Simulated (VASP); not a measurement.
Here is a VASP 6.6.1 calculation.

The input INCAR:

```
SYSTEM = TiSi16
PREC = Accurate
ENCUT = 520
EDIFF = 1E-7
ISMEAR = 0
SIGMA = 0.05
LREAL = Auto
LASPH = .TRUE.
NELM = 60
ALGO = Normal
ISIF = 2
LWAVE = .FALSE.
LCHARG = .FALSE.
GGA = PE
NBANDS = 52
```

Contents of KPOINTS:

```
Automatic mesh
0
G
  2 2 2
  0 0 0
```

File POSCAR:

```
TiSi16
1.0
    0.0000000000      5.4300000000      5.4300000000
    5.4300000000      0.0000000000      5.4300000000
    5.4300000000      5.4300000000      0.0000000000
Si Ti
16 1
Direct
   -0.0042737569     -0.0002969613      0.0004122468
    0.0988040516      0.1336425414      0.1340499079
   -0.0046581952     -0.0001176796      0.5047058932
    0.1334854512      0.1121127072      0.6273246777
   -0.0038836096      0.5043432781      0.0000311234
    0.1340512891      0.6266197974      0.1131341621
    0.0117404236      0.4953945672      0.4968216390
    0.1337756906      0.6269046041      0.6267279926
    0.4701511050      0.0097643646      0.0104279006
    0.6214884899      0.1184151934      0.1200295580
    0.5127263352     -0.0205515654      0.5039865562
    0.6210849908      0.1186914365      0.6407107735
    0.5143923573      0.5029310313     -0.0189643646
    0.6220241252      0.6405064457      0.1191298343
    0.5137428177      0.5035503683      0.5024050645
    0.6503488950      0.6156131676      0.6173813076
    0.3942726519      0.3680967772      0.3691608656
```

Potentials or basis: VASP PAW PBE potentials, release 64 (Si, Ti_sv).

Run with:

```bash
$ cat potpaw_PBE.64/Si/POTCAR potpaw_PBE.64/Ti_sv/POTCAR > POTCAR
$ mpirun -np 1 vasp_std > vasp.out
```

Task: Estimate the largest force.

Result: 0.210 eV/Å.

Task: Predict the pressure.

Result: 3.8 GPa.

Task: What does it give for the band gap on the k mesh?

Result: Zero (band 38 reaches 6.91 eV, above the bottom of band 39 at 6.56 eV).

Forces on the atoms (eV/Å):
```
Si  -0.006  0.037  0.037
Si  -0.073  0.071  0.076
Si  -0.039  0.005  0.040
Si   0.018 -0.017  0.006
Si  -0.035  0.037  0.009
Si   0.018  0.012 -0.017
Si   0.081 -0.084 -0.086
Si  -0.007 -0.015 -0.017
Si  -0.066  0.065  0.071
Si   0.012  0.040  0.042
Si   0.015 -0.016  0.041
Si  -0.041 -0.015  0.045
Si   0.018  0.043 -0.022
Si  -0.040  0.041 -0.009
Si  -0.044 -0.017 -0.019
Si   0.072 -0.069 -0.070
Ti   0.119 -0.120 -0.125
```

Caveat: the k points lie up to 0.50 Å⁻¹ apart.
